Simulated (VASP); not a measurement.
# Ta2Ru3 (P-6m2) in VASP: a series of runs

Runs on Ta2Ru3. Level: PBE. Tasks: single point.

All numbers are computed with VASP 6.6.1; they aren't measurements. Logs are shortened: lines on timing, memory, paths and dates and some standing lists are left out, and cuts for length are marked.

**1. The cell of the first run**

The structure is hexagonal, space group P-6m2 (No. 187). The conventional cell has a = 2.798 Å, b = 2.798 Å, c = 23.107 Å, α = 90.00°, β = 90.00°, γ = 120.00°. Ta (site symmetry -6m2) has 12 Ta at 2.80 to 3.09 Å within 3.7 Å. Ta (site symmetry 3m) has 9 Ta at 2.80 to 3.09 Å and 3 Ru at 2.86 Å within 3.7 Å. Ta (site symmetry -6m2) has 6 Ta at 2.80 Å and 6 Ru at 2.86 Å within 3.7 Å. Within 3.5 Å of Ru (site symmetry 3m) lie 9 Ru at 2.65 to 2.80 Å and 3 Ta at 2.86 Å. Ru (site symmetry 3m) has 9 Ru at 2.64 to 2.80 Å and 3 Ta at 2.86 Å within 3.5 Å. Within 3.5 Å of Ru (site symmetry 3m) lie 12 Ru at 2.64 to 2.80 Å.

**2. Single point, PBE**

INCAR reads:

```
SYSTEM = Ta2Ru3
ALGO = Fast
EDIFF = 1E-7
ENCUT = 520
GGA = PE
ISIF = 2
ISMEAR = 0
LASPH = .True.
LCHARG = .True.
LELF = .True.
LREAL = .False.
LVHAR = .True.
LWAVE = .False.
NBANDS = 75
NELM = 100
PREC = Accurate
SIGMA = 0.1
```

KPOINTS reads:

```
k-points
0
Gamma
  6 6 1
  0 0 0
```

POSCAR reads:

```
Ta2Ru3
1.0
    2.7984155748      0.0000000029      0.0000000000
   -1.3992077899      2.4234989766      0.0000000000
    0.0000000000      0.0000000000     23.1066311371
Ta Ru
4 6
Direct
    0.3333333333      0.6666666667      0.0000000000
    0.6666666667      0.3333333333      0.1138746862
    0.6666666667      0.3333333333      0.5000000000
    0.6666666667      0.3333333333      0.8861253138
    0.3333333333      0.6666666667      0.2159331758
    0.3333333333      0.6666666667      0.3976301054
    0.3333333333      0.6666666667      0.6023698946
    0.3333333333      0.6666666667      0.7840668242
    0.6666666667      0.3333333333      0.3070916174
    0.6666666667      0.3333333333      0.6929083826
```

Potentials or basis: VASP PAW PBE potentials, release 64 (Ta_pv, Ru_pv).

Started as:

```bash
> cat potpaw_PBE.64/Ta_pv/POTCAR potpaw_PBE.64/Ru_pv/POTCAR > POTCAR
> mpirun -np 1 vasp_std > vasp.out
```

OUTCAR:

```text
SYSTEM = Ta2Ru3
   EDIFF = 1E-7
   ENCUT = 520
   GGA = PE
   ISIF = 2
   ISMEAR = 0
   LASPH = .True.
   LREAL = .False.
   NELM = 100
   PREC = Accurate

 ion  position               nearest neighbor table
   1  0.333  0.667  0.000-   2 3.09   4 3.09   2 3.09   4 3.09   2 3.09   4 3.09
   2  0.667  0.333  0.114-   5 2.86   5 2.86   5 2.86   1 3.09   1 3.09   1 3.09
   3  0.667  0.333  0.500-   6 2.86   7 2.86   6 2.86   7 2.86   6 2.86   7 2.86
   4  0.667  0.333  0.886-   8 2.86   8 2.86   8 2.86   1 3.09   1 3.09   1 3.09
   5  0.333  0.667  0.216-   9 2.65   9 2.65   9 2.65   2 2.86   2 2.86   2 2.86
   6  0.333  0.667  0.398-   9 2.64   9 2.64   9 2.64   3 2.86   3 2.86   3 2.86
   7  0.333  0.667  0.602-  10 2.64  10 2.64  10 2.64   3 2.86   3 2.86   3 2.86
   8  0.333  0.667  0.784-  10 2.65  10 2.65  10 2.65   4 2.86   4 2.86   4 2.86
   9  0.667  0.333  0.307-   6 2.64   6 2.64   6 2.64   5 2.65   5 2.65   5 2.65
  10  0.667  0.333  0.693-   7 2.64   7 2.64   7 2.64   8 2.65   8 2.65   8 2.65

  LATTYP: Found a hexagonal cell.
 ALAT       =     2.7984155748
 C/A-ratio  =     8.2570406430

  Lattice vectors:

 A1 = (   2.7984155748,   0.0000000029,   0.0000000000)
 A2 = (  -1.3992077899,   2.4234989766,   0.0000000000)
 A3 = (   0.0000000000,   0.0000000000,  23.1066311371)

Analysis of symmetry for initial positions (statically):
=====================================================================
 Subroutine PRICEL returns:
 Original cell was already a primitive cell.

 Routine SETGRP: Setting up the symmetry group for a
 hexagonal supercell.

 Subroutine GETGRP returns: Found 12 space group operations
 (whereof 12 operations were pure point group operations)
 out of a pool of 24 trial point group operations.

The static configuration has the point symmetry D_3h.

Analysis of symmetry for dynamics (positions and initial velocities):
=====================================================================
 Subroutine PRICEL returns:
 Original cell was already a primitive cell.

 Routine SETGRP: Setting up the symmetry group for a
 hexagonal supercell.

 Subroutine GETGRP returns: Found 12 space group operations
 (whereof 12 operations were pure point group operations)
 out of a pool of 24 trial point group operations.

The dynamic configuration has the point symmetry D_3h.

 Subroutine INISYM returns: Found 12 space group operations
 (whereof 12 operations are pure point group operations),
 and found     1 'primitive' translations

----------------------------------------------------------------------------------------

                                     Primitive cell

  volume of cell :     156.7082

  direct lattice vectors                    reciprocal lattice vectors
     2.798415575  0.000000003  0.000000000     0.357345066  0.206313271  0.000000000
    -1.399207790  2.423498977  0.000000000    -0.000000000  0.412626541  0.000000000
     0.000000000  0.000000000 23.106631137     0.000000000  0.000000000  0.043277620

  length of vectors
     2.798415575  2.798415575 23.106631137     0.412626541  0.412626541  0.043277620

  position of ions in fractional coordinates (direct lattice)
     0.333333333  0.666666667  0.000000000
     0.666666667  0.333333333  0.113874686
     0.666666667  0.333333333  0.500000000
     0.666666667  0.333333333  0.886125314
     0.333333333  0.666666667  0.215933176
     0.333333333  0.666666667  0.397630105
     0.333333333  0.666666667  0.602369895
     0.333333333  0.666666667  0.784066824
     0.666666667  0.333333333  0.307091617
     0.666666667  0.333333333  0.692908383

  ion indices of the primitive-cell ions
   primitive index   ion index
                 1           1
                 2           2
                 3           3
                 4           4
                 5           5
                 6           6
                 7           7
                 8           8
                 9           9
                10          10

----------------------------------------------------------------------------------------

 KPOINTS: k-points

Automatic generation of k-mesh.
 Grid dimensions read from file:
 generate k-points for:    6    6    1

 Generating k-lattice:

  Cartesian coordinates                     Fractional coordinates (reciprocal lattice)
     0.059557511  0.034385545  0.000000000     0.166666667  0.000000000  0.000000000
    -0.000000000  0.068771090  0.000000000    -0.000000000  0.166666667  0.000000000
     0.000000000  0.000000000  0.043277620     0.000000000  0.000000000  1.000000000

  Length of vectors
     0.068771090  0.068771090  0.043277620

  Shift w.r.t. Gamma in fractional coordinates (k-lattice)
     0.000000000  0.000000000  0.000000000

 Subroutine IBZKPT returns following result:
 ===========================================

 Found      7 irreducible k-points:

 Following reciprocal coordinates:
            Coordinates               Weight
  0.000000  0.000000  0.000000      1.000000
  0.166667  0.000000  0.000000      6.000000
  0.333333  0.000000  0.000000      6.000000
  0.500000  0.000000  0.000000      3.000000
  0.166667  0.166667  0.000000      6.000000
  0.333333  0.166667  0.000000     12.000000
  0.333333  0.333333  0.000000      2.000000
   k-points           NKPTS =      7   k-points in BZ     NKDIM =      7   number of bands    NBANDS=     75
   number of dos      NEDOS =    301   number of ions     NIONS =     10
   total plane-waves  NPLWV = 103680
   dimension x,y,z NGX =    24 NGY =   24 NGZ =  180
   dimension x,y,z NGXF=    48 NGYF=   48 NGZF=  360
   ions per type =               4   6
   NGX,Y,Z   is equivalent  to a cutoff of  14.26, 14.26, 12.95 a.u.
   NGXF,Y,Z  is equivalent  to a cutoff of  28.52, 28.52, 25.90 a.u.
 SYSTEM =  Ta2Ru3
   PREC   = accura    normal or accurate (medium, high low for compatibility)
   ISTART =      0    job   : 0-new  1-cont  2-samecut
   ICHARG =      2    charge: 1-file 2-atom 10-const
   ISPIN  =      1    spin polarized calculation?
   LNONCOLLINEAR =      F non collinear calculations
   LSORBIT =      F    spin-orbit coupling
   LASPH  =      T    aspherical Exc in radial PAW
   ENCUT  =  520.0 eV  38.22 Ry    6.18 a.u.   5.20  5.20 42.96*2*pi/ulx,y,z
   NELM   =    100;   NELMIN=  2; NELMDL= -5     # of ELM steps
   EDIFF  = 0.1E-06   stopping-criterion for ELM
   LREAL  =      F    real-space projection
   EDIFFG = 0.1E-05   stopping-criterion for IOM
   NSW    =      0    number of steps for IOM
   IBRION =     -1    ionic relax: 0-MD 1-quasi-New 2-CG
   NFREE  =      0    steps in history (QN), initial steepest desc. (CG)
   ISIF   =      2    stress and relaxation
   ISYM   =      2    0-nonsym 1-usesym 2-fastsym
   POTIM  = 0.5000    time-step for ionic-motion
   TEBEG  =    0.0;   TEEND  =   0.0 temperature during run
   PSTRESS=    0.0 pullay stress
   NELECT =     128.0000    total number of electrons
   NUPDOWN=      -1.0000    fix difference up-down
   EMIN   =  10.00;   EMAX   =-10.00  energy-range for DOS
   EFERMI =   0.00;   METHOD = LEGACY
   ISMEAR =     0;   SIGMA  =   0.10  broadening in eV -4-tet -1-fermi 0-gaus
   EFERMI_NEDOS =   21; number of points for ismear=-14 and -15
   IALGO  =     68    algorithm
   IMIX   =      4    mixing-type and parameters
     AMIX     =   0.40;   BMIX     =  1.00
     AMIX_MAG =   1.60;   BMIX_MAG =  1.00
  volume/ion in A,a.u.               =      15.67       105.75
  Fermi-wavevector in a.u.,A,eV,Ry     =   1.530315  2.891877 31.863008  2.341865
  Thomas-Fermi vector in A             =   2.637815
   LORBIT       =      0    0 simple, 1 ext, 2 COOP (PROOUT), +10 PAW based schemes
   GGA     = PE    functional components
   LHFCALC =     F    Hartree Fock is set to
   AEXX    =    0.0000 exact exchange contribution
   IVDW    =     0    specifies the selected vdW correction
   LEPSILON=     F    determine dielectric tensor
   LRPA    =     F    only Hartree local field effects (RPA)
 non-spin polarized calculation
 RMM-DIIS sequential band-by-band and
 Gauss-broadening in eV      SIGMA  =   0.10
  energy-cutoff  :      520.00
  volume of cell :      156.71
 maximum number of plane-waves:      4245
 NGX is ok and might be reduce to    24
   NGX = 11   NGY = 11   NGZ = 85

 number of electron     127.9999995 magnetization

 Free energy of the ion-electron system (eV)
  ---------------------------------------------------
  ext. energy  EPLUGINS =         0.00000000
  ---------------------------------------------------
  free energy    TOTEN  =      -101.46685857 eV

  energy without entropy =     -101.38092298  energy(sigma->0) =     -101.42389077

 E-fermi :   9.2065     XC(G=0): -13.2907

 val. band max:        9.1709337618   @ k =   0.0000   0.0000   0.0000
 cond. band min:       9.2073054397   @ k =   0.1667   0.0000   0.0000
 fundamental gap:      0.0363716779
 Fermi energy:         9.2064864420

 k-point     1 :       0.0000    0.0000    0.0000
  band No.  band energies     occupation
      1     -34.1112      2.00000
      2     -34.1100      2.00000
      3     -33.5692      2.00000
      4     -33.5653      2.00000
      5     -33.5338      2.00000
      6     -33.5338      2.00000
[... 67 lines left out ...]
     74      10.3267      0.00000
     75      10.4646      0.00000

 k-point     2 :       0.1667    0.0000    0.0000
  band No.  band energies     occupation
      1     -34.0661      2.00000
      2     -34.0655      2.00000
      3     -33.7379      2.00000
      4     -33.7370      2.00000
      5     -33.5729      2.00000
      6     -33.5729      2.00000
[... 382 lines left out ...]
 k-point     7 :       0.3333    0.3333    0.0000
  band No.  band energies     occupation
      1     -33.9990      2.00000
      2     -33.9989      2.00000
      3     -33.9655      2.00000
      4     -33.9651      2.00000
      5     -33.9475      2.00000
      6     -33.9475      2.00000
[... 67 lines left out ...]
     74      11.0923      0.00000
     75      11.2019      0.00000

------------------------ aborting loop because EDIFF is reached ----------------------------------------

  FORCE on cell =-STRESS in cart. coord.  units (eV):
  Direction    XX          YY          ZZ          XY          YZ          ZX
  --------------------------------------------------------------------------------------
  -------------------------------------------------------------------------------------
  Total        0.0919801      0.0919801      0.2063840      0.0000000     -0.0000000      0.0000000
  in kB        0.9404002      0.9404002      2.1100607      0.0000000     -0.0000000      0.0000000
  external PRESSURE =       1.3302870 kB  Pullay stress =       0.0000000 kB

 VOLUME and BASIS-vectors are now :
 -----------------------------------------------------------------------------
  energy-cutoff  :      520.00
  volume of cell :      156.71
      direct lattice vectors                 reciprocal lattice vectors
     2.798415575  0.000000003  0.000000000     0.357345066  0.206313271  0.000000000
    -1.399207790  2.423498977  0.000000000    -0.000000000  0.412626541  0.000000000
     0.000000000  0.000000000 23.106631137     0.000000000  0.000000000  0.043277620

 POSITION                                       TOTAL-FORCE (eV/Angst)
 -----------------------------------------------------------------------------------
     -0.00000      1.61567      0.00000        -0.000000      0.000000      0.000000
      1.39921      0.80783      2.63126        -0.000000     -0.000000     -0.018008
      1.39921      0.80783     11.55332        -0.000000     -0.000000      0.000000
      1.39921      0.80783     20.47537        -0.000000      0.000000      0.018008
     -0.00000      1.61567      4.98949         0.000000     -0.000000      0.014224
     -0.00000      1.61567      9.18789        -0.000000      0.000000     -0.014191
     -0.00000      1.61567     13.91874        -0.000000      0.000000      0.014191
     -0.00000      1.61567     18.11714         0.000000     -0.000000     -0.014224
      1.39921      0.80783      7.09585         0.000000     -0.000000      0.002065
      1.39921      0.80783     16.01078         0.000000     -0.000000     -0.002065
 -----------------------------------------------------------------------------------
    total drift:                                0.000000     -0.000000      0.000000

  FREE ENERGIE OF THE ION-ELECTRON SYSTEM (eV)
  ---------------------------------------------------
  free  energy   TOTEN  =      -101.4668585659 eV

  energy  without entropy=     -101.3809229769  energy(sigma->0) =     -101.42389077
```

It took 3.9 min on 1 thread of Intel Xeon 6975P-C (Granite Rapids), shared host; peak memory 0.35 GiB.

Results:

```yaml
Free_energy: -101.4669 eV
Pressure: 0.1 GPa
Largest_force: 0.018 eV/Å
Band_gap_on_the_k_mesh: zero (band 64 reaches 10.28 eV, above the bottom of band 65 at 8.70 eV)
```

Forces in eV/Å, atoms in the order of the input:
```
Ta   0.000  0.000  0.000
Ta   0.000  0.000 -0.018
Ta   0.000  0.000  0.000
Ta   0.000  0.000  0.018
Ru   0.000  0.000  0.014
Ru   0.000  0.000 -0.014
Ru   0.000  0.000  0.014
Ru   0.000  0.000 -0.014
Ru   0.000  0.000  0.002
Ru   0.000  0.000 -0.002
```

Stress tensor (GPa, compression positive):
```
0.09 0.00 0.00
0.00 0.09 0.00
0.00 0.00 0.21
```

Caveat: the k points lie up to 0.43 Å⁻¹ apart; spin-orbit coupling is left out, which moves the levels of the heavy elements.

**3. Single point, PBE**

This run uses another cell than the first one, of 14.73 Å³/atom, 0.940 times its volume.

INCAR reads:

```
SYSTEM = Ta2Ru3
PREC = Accurate
ENCUT = 520
EDIFF = 1E-6
ISMEAR = 0
SIGMA = 0.1
LREAL = .FALSE.
LASPH = .TRUE.
NELM = 100
ALGO = Normal
ISIF = 2
LWAVE = .FALSE.
LCHARG = .FALSE.
GGA = PE
NBANDS = 75
```

KPOINTS reads:

```
Automatic mesh
0
G
  6 6 1
  0 0 0
```

POSCAR reads:

```
Ta2Ru3
1.0
    2.7569553100      0.0000000000      0.0000000000
   -1.3784776600      2.3875933400      0.0000000000
    0.0000000000      0.0000000000     22.3712338900
Ta Ru
4 6
Direct
    0.3333333300      0.6666666700      0.0000000000
    0.6666666700      0.3333333300      0.1000000000
    0.6666666700      0.3333333300      0.5000000000
    0.6666666700      0.3333333300      0.9000000000
    0.3333333300      0.6666666700      0.2000000000
    0.3333333300      0.6666666700      0.4000000000
    0.3333333300      0.6666666700      0.6000000000
    0.3333333300      0.6666666700      0.8000000000
    0.6666666700      0.3333333300      0.3000000000
    0.6666666700      0.3333333300      0.7000000000
```

Potentials or basis: VASP PAW PBE potentials, release 64 (Ta_pv, Ru_pv).

Started as:

```bash
> cat potpaw_PBE.64/Ta_pv/POTCAR potpaw_PBE.64/Ru_pv/POTCAR > POTCAR
> mpirun -np 1 vasp_std > vasp.out
```

Wall time 1.7 min (1 thread of Intel Xeon 6975P-C (Granite Rapids), shared host); peak memory 0.31 GiB.

It converged, with:

| Property | Result |
| --- | --- |
| Free energy | -99.5965 eV |
| Pressure | 18.2 GPa |
| Largest force | 2.912 eV/Å |
| Band gap on the k mesh | zero (band 64 reaches 11.13 eV, above the bottom of band 65 at 9.47 eV) |

Forces on the atoms (eV/Å):
```
Ta   0.000  0.000  0.000
Ta   0.000  0.000  2.912
Ta   0.000  0.000  0.000
Ta   0.000  0.000 -2.912
Ru   0.000  0.000  1.334
Ru   0.000  0.000 -1.554
Ru   0.000  0.000  1.554
Ru   0.000  0.000 -1.334
Ru   0.000  0.000  0.077
Ru   0.000  0.000 -0.077
```

Stress tensor (GPa, compression positive):
```
18.60  0.00  0.00
 0.00 18.60  0.00
 0.00  0.00 17.32
```

Levels at points of the mesh, in eV from the Fermi level:
| k point | band 62 | band 63 | band 64 | band 65 | band 66 | band 67 |
| --- | --- | --- | --- | --- | --- | --- |
| (0.00, 0.00, 0.00) | -0.69 | -0.27 | -0.27 | -0.15 | -0.09 | -0.09 |
| (0.50, 0.00, 0.00) | 1.07 | 1.15 | 1.24 | 1.27 | 1.53 | 1.55 |

Caveat: the k points lie up to 0.44 Å⁻¹ apart; spin-orbit coupling is left out, which moves the levels of the heavy elements; forces of over 1 eV/Å act on the atoms, so gaps and moduli don't describe the material at rest.
